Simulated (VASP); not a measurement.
# Al32O (a cell with a defect) in VASP: single point with LDA

Aim: the single point of Al32O (a cell with a defect) with LDA.

Everything below comes from runs of VASP 6.6.1. Logs are shortened: lines on timing, memory, paths and dates and some standing lists are left out, and cuts for length are marked.

### 1 The cell of the first run

The cell holds a defect, 33 atoms: a = 8.100 Å, b = 8.100 Å, c = 8.100 Å, α = 90.00°, β = 90.00°, γ = 90.00°.

### 2 Single point, LDA

Contents of INCAR:

```
SYSTEM = Al32O
PREC = Accurate ; ENCUT = 520
EDIFF = 1E-6 ; ISMEAR = -1
SIGMA = 0.05 ; LREAL = Auto
LASPH = .True. ; NELM = 100
ALGO = Normal ; ISIF = 2
LWAVE = .False. ; LCHARG = .False.
GGA = CA ; NBANDS = 73
```

Contents of KPOINTS:

```
Automatic mesh
0
Gamma
  3 3 3
  0 0 0
```

Contents of POSCAR:

```
Al32O
1.0
    8.1000000000      0.0000000000      0.0000000000
    0.0000000000      8.1000000000      0.0000000000
    0.0000000000      0.0000000000      8.1000000000
Al O
32 1
Direct
    0.4996504938      0.0030613580     -0.0023043210
    0.7472158025      0.2505667901     -0.0022907407
    0.7539504938     -0.0037060494      0.2374327160
    0.0085614815     -0.0024737037      0.0031856790
    0.2515449383      0.2495291358      0.0016292593
    0.5007100000      0.4986919753      0.0016353086
    0.7527643210      0.7417239506      0.0031830864
    0.2514704938      0.0023285185      0.2527919753
    0.4971324691      0.2530509877      0.2491188889
    0.7479690123      0.4988032099      0.2527575309
    0.4934671605     -0.0268232099      0.4910301235
    0.7769367901      0.2567716049      0.4910348148
    0.7573240741     -0.0070935802      0.7594048148
   -0.0004485185      0.4995392593      0.0022065432
    0.2507130864      0.7507407407      0.0022067901
    0.0029793827      0.2477707407      0.2404495062
    0.2478581481      0.5023811111      0.2471137037
    0.5024820988      0.7472783951      0.2403756790
    0.0010449383     -0.0043193827      0.5005593827
    0.2374032099      0.2549386420      0.4986400000
    0.4952441975      0.5129991358      0.4986207407
    0.7546283951      0.7492634568      0.5005725926
    0.2472686420      0.0022762963      0.7477193827
    0.4920211111      0.2581786420      0.7462097531
    0.7480198765      0.5030598765      0.7477655556
    0.0030054321      0.7472854321      0.2488595062
    0.0039334568      0.5065348148      0.5026165432
    0.2436432099      0.7463488889      0.5026377778
   -0.0000561728      0.2487759259      0.7571958025
    0.2488059259      0.5014412346      0.7529272840
    0.5014630864      0.7503587654      0.7572388889
    0.0044882716      0.7457964198      0.7543137037
    0.6114011111      0.1387275309      0.5914192593
```

Potentials or basis: VASP PAW LDA potentials, release 64 (Al, O).

Run with:

```bash
$ cat potpaw_LDA.64/Al/POTCAR potpaw_LDA.64/O/POTCAR > POTCAR
$ mpirun -np 1 vasp_std > vasp.out
```

OUTCAR:

```text
SYSTEM = Al32O
   PREC = Accurate
   ENCUT = 520
   EDIFF = 1E-6
   ISMEAR = -1
   LREAL = Auto
   LASPH = .True.
   NELM = 100
   ISIF = 2
   GGA = CA

 ion  position               nearest neighbor table
   1  0.500  0.003  0.998-  31 2.83   3 2.83   5 2.83   2 2.84  13 2.84  18 2.86  15 2.87   9 2.87
                            23 2.88   8 2.88  24 2.90   7 2.95
   2  0.747  0.251  0.998-  29 2.83   3 2.83   6 2.83   1 2.84  13 2.84  16 2.86  14 2.87   9 2.87
                            25 2.88  10 2.88  24 2.90   4 2.95
   3  0.754  0.996  0.237-   7 2.80   4 2.80   2 2.83   1 2.83  26 2.85  18 2.87  16 2.87  22 2.92
                            19 2.92   9 2.94  12 2.95  11 2.95
   4  0.009  0.998  0.003-  16 2.79  15 2.80   3 2.80   8 2.82  23 2.83   5 2.84  13 2.84  26 2.84
                            29 2.85  32 2.87   7 2.93   2 2.95
   5  0.252  0.250  0.002-  16 2.79   9 2.82   1 2.83   4 2.84  29 2.84  24 2.84   6 2.85   8 2.85
                            17 2.85  30 2.87  23 2.87  14 2.88
   6  0.501  0.499  0.002-  18 2.79   9 2.82   2 2.83   7 2.84  31 2.84  24 2.84   5 2.85  10 2.85
                            17 2.85  30 2.87  25 2.87  15 2.88
   7  0.753  0.742  0.003-  18 2.79  14 2.80   3 2.80  10 2.82  25 2.83  13 2.84   6 2.84  26 2.84
                            31 2.85  32 2.87   4 2.93   1 2.95
   8  0.251  0.002  0.253-  11 2.76   4 2.82  16 2.83   9 2.84  19 2.85   5 2.85  20 2.86  15 2.88
                             1 2.88  26 2.88  28 2.90  18 2.90
   9  0.497  0.253  0.249-   5 2.82   6 2.82   8 2.84  10 2.84  17 2.86   1 2.87   2 2.87  20 2.92
[... 32 lines left out ...]
                             2 2.88  12 2.89  14 2.90  29 2.90
  26  0.003  0.747  0.249-  17 2.81  15 2.83  14 2.83  28 2.83  27 2.83   4 2.84   7 2.84   3 2.85
                            22 2.86  19 2.86   8 2.88  10 2.88
  27  0.004  0.507  0.503-  12 2.74  28 2.75  20 2.78  32 2.81  22 2.82  26 2.83  30 2.84  17 2.86
                            25 2.87  10 2.90  29 2.93  16 2.98
  28  0.244  0.746  0.503-  11 2.73  27 2.75  21 2.78  32 2.81  19 2.82  26 2.83  30 2.84  17 2.86
                            23 2.87   8 2.90  31 2.94  18 2.98
  29  1.000  0.249  0.757-  12 2.81   2 2.83  23 2.83  14 2.84   5 2.84  20 2.84   4 2.85  13 2.86
                            30 2.87  25 2.90  19 2.92  27 2.93
  30  0.249  0.501  0.753-  24 2.79  32 2.80  27 2.84  28 2.84  14 2.86  15 2.86   6 2.87   5 2.87
                            21 2.87  20 2.87  29 2.87  31 2.87
  31  0.501  0.750  0.757-  11 2.81   1 2.83  25 2.83  15 2.84   6 2.84  21 2.84   7 2.85  13 2.86
                            30 2.87  23 2.90  22 2.92  28 2.94
  32  0.004  0.746  0.754-  30 2.80  28 2.81  27 2.81  15 2.83  14 2.83  13 2.83  25 2.86  23 2.86
                             7 2.87   4 2.87  22 2.88  19 2.88
  33  0.611  0.139  0.591-  11 1.84  12 1.84  24 1.86  13 2.15

  LATTYP: Found a simple cubic cell.
 ALAT       =     8.1000000000

  Lattice vectors:

 A1 = (   8.1000000000,   0.0000000000,   0.0000000000)
 A2 = (   0.0000000000,   8.1000000000,   0.0000000000)
 A3 = (   0.0000000000,   0.0000000000,   8.1000000000)

Analysis of symmetry for initial positions (statically):
=====================================================================
 Subroutine PRICEL returns:
 Original cell was already a primitive cell.

 Routine SETGRP: Setting up the symmetry group for a
 simple cubic supercell.

 Subroutine GETGRP returns: Found  1 space group operations
 (whereof  1 operations were pure point group operations)
 out of a pool of 48 trial point group operations.

The static configuration has the point symmetry C_1 .

Analysis of symmetry for dynamics (positions and initial velocities):
=====================================================================
 Subroutine PRICEL returns:
 Original cell was already a primitive cell.

 Routine SETGRP: Setting up the symmetry group for a
 simple cubic supercell.

 Subroutine GETGRP returns: Found  1 space group operations
 (whereof  1 operations were pure point group operations)
 out of a pool of 48 trial point group operations.

The dynamic configuration has the point symmetry C_1 .

 Subroutine INISYM returns: Found  1 space group operations
 (whereof  1 operations are pure point group operations),
 and found     1 'primitive' translations

----------------------------------------------------------------------------------------

                                     Primitive cell

  volume of cell :     531.4410

  direct lattice vectors                    reciprocal lattice vectors
     8.100000000  0.000000000  0.000000000     0.123456790  0.000000000  0.000000000
     0.000000000  8.100000000  0.000000000     0.000000000  0.123456790  0.000000000
     0.000000000  0.000000000  8.100000000     0.000000000  0.000000000  0.123456790

  length of vectors
     8.100000000  8.100000000  8.100000000     0.123456790  0.123456790  0.123456790

  position of ions in fractional coordinates (direct lattice)
     0.499650494  0.003061358  0.997695679
     0.747215803  0.250566790  0.997709259
     0.753950494  0.996293951  0.237432716
     0.008561482  0.997526296  0.003185679
     0.251544938  0.249529136  0.001629259
     0.500710000  0.498691975  0.001635309
[... 25 lines left out ...]
     0.004488272  0.745796420  0.754313704
     0.611401111  0.138727531  0.591419259

  ion indices of the primitive-cell ions
   primitive index   ion index
                 1           1
                 2           2
                 3           3
                 4           4
                 5           5
                 6           6
[... 25 lines left out ...]
                32          32
                33          33

----------------------------------------------------------------------------------------

 KPOINTS: Automatic mesh

Automatic generation of k-mesh.
 Grid dimensions read from file:
 generate k-points for:    3    3    3

 Generating k-lattice:

  Cartesian coordinates                     Fractional coordinates (reciprocal lattice)
     0.041152263  0.000000000  0.000000000     0.333333333  0.000000000  0.000000000
     0.000000000  0.041152263  0.000000000     0.000000000  0.333333333  0.000000000
     0.000000000  0.000000000  0.041152263     0.000000000  0.000000000  0.333333333

  Length of vectors
     0.041152263  0.041152263  0.041152263

  Shift w.r.t. Gamma in fractional coordinates (k-lattice)
     0.000000000  0.000000000  0.000000000

 Subroutine IBZKPT returns following result:
 ===========================================

 Found     14 irreducible k-points:

 Following reciprocal coordinates:
            Coordinates               Weight
  0.000000  0.000000  0.000000      1.000000
  0.333333  0.000000  0.000000      2.000000
  0.000000  0.333333  0.000000      2.000000
  0.000000  0.000000  0.333333      2.000000
  0.333333  0.333333  0.000000      2.000000
  0.000000  0.333333  0.333333      2.000000
  0.333333  0.000000  0.333333      2.000000
 -0.333333  0.333333  0.000000      2.000000
 -0.333333  0.000000  0.333333      2.000000
  0.000000 -0.333333  0.333333      2.000000
  0.333333  0.333333  0.333333      2.000000
 -0.333333  0.333333  0.333333      2.000000
 -0.333333 -0.333333  0.333333      2.000000
  0.333333 -0.333333  0.333333      2.000000
   k-points           NKPTS =     14   k-points in BZ     NKDIM =     14   number of bands    NBANDS=     73
   number of dos      NEDOS =    301   number of ions     NIONS =     33
   total plane-waves  NPLWV = 216000
   dimension x,y,z NGX =    60 NGY =   60 NGZ =   60
   dimension x,y,z NGXF=   120 NGYF=  120 NGZF=  120
   ions per type =              32   1
   NGX,Y,Z   is equivalent  to a cutoff of  12.31, 12.31, 12.31 a.u.
   NGXF,Y,Z  is equivalent  to a cutoff of  24.63, 24.63, 24.63 a.u.
 SYSTEM =  Al32O
   PREC   = accura    normal or accurate (medium, high low for compatibility)
   ISTART =      0    job   : 0-new  1-cont  2-samecut
   ICHARG =      2    charge: 1-file 2-atom 10-const
   ISPIN  =      1    spin polarized calculation?
   LNONCOLLINEAR =      F non collinear calculations
   LSORBIT =      F    spin-orbit coupling
   LASPH  =      T    aspherical Exc in radial PAW
   ENCUT  =  520.0 eV  38.22 Ry    6.18 a.u.  15.06 15.06 15.06*2*pi/ulx,y,z
   NELM   =    100;   NELMIN=  2; NELMDL= -5     # of ELM steps
   EDIFF  = 0.1E-05   stopping-criterion for ELM
   LREAL  =      T    real-space projection
   EDIFFG = 0.1E-04   stopping-criterion for IOM
   NSW    =      0    number of steps for IOM
   IBRION =     -1    ionic relax: 0-MD 1-quasi-New 2-CG
   NFREE  =      0    steps in history (QN), initial steepest desc. (CG)
   ISIF   =      2    stress and relaxation
   ISYM   =      2    0-nonsym 1-usesym 2-fastsym
   POTIM  = 0.5000    time-step for ionic-motion
   TEBEG  =    0.0;   TEEND  =   0.0 temperature during run
   PSTRESS=    0.0 pullay stress
   NELECT =     102.0000    total number of electrons
   NUPDOWN=      -1.0000    fix difference up-down
   EMIN   =  10.00;   EMAX   =-10.00  energy-range for DOS
   EFERMI =   0.00;   METHOD = LEGACY
   ISMEAR =    -1;   SIGMA  =   0.05  broadening in eV -4-tet -1-fermi 0-gaus
   EFERMI_NEDOS =   21; number of points for ismear=-14 and -15
   IALGO  =     38    algorithm
   IMIX   =      4    mixing-type and parameters
     AMIX     =   0.40;   BMIX     =  1.00
     AMIX_MAG =   1.60;   BMIX_MAG =  1.00
  volume/ion in A,a.u.               =      16.10       108.68
  Fermi-wavevector in a.u.,A,eV,Ry     =   0.944329  1.784523 12.133087  0.891757
  Thomas-Fermi vector in A             =   2.072123
   LORBIT       =      0    0 simple, 1 ext, 2 COOP (PROOUT), +10 PAW based schemes
   GGA     = CA    functional components
   LHFCALC =     F    Hartree Fock is set to
   AEXX    =    0.0000 exact exchange contribution
   IVDW    =     0    specifies the selected vdW correction
   LEPSILON=     F    determine dielectric tensor
   LRPA    =     F    only Hartree local field effects (RPA)
 non-spin polarized calculation
  energy-cutoff  :      520.00
  volume of cell :      531.44
 maximum number of plane-waves:     14358
   NGX = 31   NGY = 31   NGZ = 31

 number of electron     102.0000001 magnetization

 Free energy of the ion-electron system (eV)
  ---------------------------------------------------
  ext. energy  EPLUGINS =         0.00000000
  ---------------------------------------------------
  free energy    TOTEN  =      -143.74635048 eV

  energy without entropy =     -143.67627838  energy(sigma->0) =     -143.71131443

 E-fermi :   7.7789     XC(G=0): -10.3890

 val. band max:        7.7732817251   @ k =   0.0000  -0.3333   0.3333
 cond. band min:       7.8315338998   @ k =  -0.3333   0.3333   0.0000
 fundamental gap:      0.0582521747
 Fermi energy:         7.7789331688

 k-point     1 :       0.0000    0.0000    0.0000
  band No.  band energies     occupation
      1     -13.1462      2.00000
      2      -3.1427      2.00000
      3      -1.4394      2.00000
      4      -1.3447      2.00000
      5      -1.2024      2.00000
      6      -1.0549      2.00000
[... 913 lines left out ...]
     62       9.5999      0.00000
     63       9.6092      0.00000
 [bands above 63 left out]

------------------------ aborting loop because EDIFF is reached ----------------------------------------

  FORCE on cell =-STRESS in cart. coord.  units (eV):
  Direction    XX          YY          ZZ          XY          YZ          ZX
  --------------------------------------------------------------------------------------
  -------------------------------------------------------------------------------------
  Total       -7.4354138     -7.4384841     -8.1876559     -0.0088283      0.3624774     -0.3610189
  in kB      -22.4161316    -22.4253880    -24.6839755     -0.0266153      1.0927894     -1.0883924
  external PRESSURE =     -23.1751650 kB  Pullay stress =       0.0000000 kB

 VOLUME and BASIS-vectors are now :
 -----------------------------------------------------------------------------
  energy-cutoff  :      520.00
  volume of cell :      531.44
      direct lattice vectors                 reciprocal lattice vectors
     8.100000000  0.000000000  0.000000000     0.123456790  0.000000000  0.000000000
     0.000000000  8.100000000  0.000000000     0.000000000  0.123456790  0.000000000
     0.000000000  0.000000000  8.100000000     0.000000000  0.000000000  0.123456790

 POSITION                                       TOTAL-FORCE (eV/Angst)
 -----------------------------------------------------------------------------------
      4.04717      0.02480      8.08133         0.001659     -0.027557     -0.012618
      6.05245      2.02959      8.08145         0.027752     -0.000722     -0.013247
      6.10700      8.06998      1.92320        -0.059369      0.059978      0.055636
      0.06935      8.07996      0.02580        -0.051360      0.004322     -0.018701
      2.03751      2.02119      0.01320        -0.045559     -0.005628     -0.004282
      4.05575      4.03940      0.01325         0.006513      0.045473     -0.006042
[... 25 lines left out ...]
      0.03635      6.04095      6.10994        -0.027129      0.027759     -0.020355
      4.95235      1.12369      4.79050         0.432523     -0.424849      0.855853
 -----------------------------------------------------------------------------------
    total drift:                               -0.002482     -0.000694     -0.000921

  FREE ENERGIE OF THE ION-ELECTRON SYSTEM (eV)
  ---------------------------------------------------
  free  energy   TOTEN  =      -143.7463504751 eV

  energy  without entropy=     -143.6762783824  energy(sigma->0) =     -143.71131443
```

Run time: 17 min. Hardware: 1 thread of AMD EPYC 7R43 (Zen 3), shared host; peak memory 0.55 GiB.

Results:

* Free energy: -143.7464 eV
* Pressure: -2.3 GPa
* Largest force: 1.049 eV/Å
* Band gap on the k mesh: zero (band 51 reaches 8.02 eV, above the bottom of band 52 at 7.61 eV)

Forces in eV/Å, atoms in the order of the input:
```
Al   0.002 -0.028 -0.013
Al   0.028 -0.001 -0.013
Al  -0.059  0.060  0.056
Al  -0.051  0.004 -0.019
Al  -0.046 -0.006 -0.004
Al   0.007  0.045 -0.006
Al  -0.005  0.051 -0.018
Al  -0.026 -0.026 -0.062
Al   0.016 -0.013 -0.135
Al   0.024  0.025 -0.061
Al  -0.070  0.129 -0.130
Al  -0.130  0.071 -0.129
Al  -0.122  0.123 -0.212
Al   0.016  0.004 -0.003
Al  -0.004 -0.018 -0.003
Al   0.031  0.003  0.014
Al  -0.015  0.015 -0.015
Al  -0.003 -0.032  0.015
Al   0.024  0.033 -0.027
Al   0.108 -0.030 -0.027
Al   0.034 -0.112 -0.026
Al  -0.033 -0.027 -0.028
Al  -0.030 -0.024  0.006
Al  -0.112  0.115  0.173
Al   0.023  0.026  0.004
Al  -0.012  0.011  0.002
Al   0.002 -0.034 -0.003
Al   0.033 -0.004 -0.004
Al   0.016  0.019 -0.075
Al  -0.033  0.033 -0.017
Al  -0.019 -0.018 -0.074
Al  -0.027  0.028 -0.020
O    0.433 -0.425  0.856
```
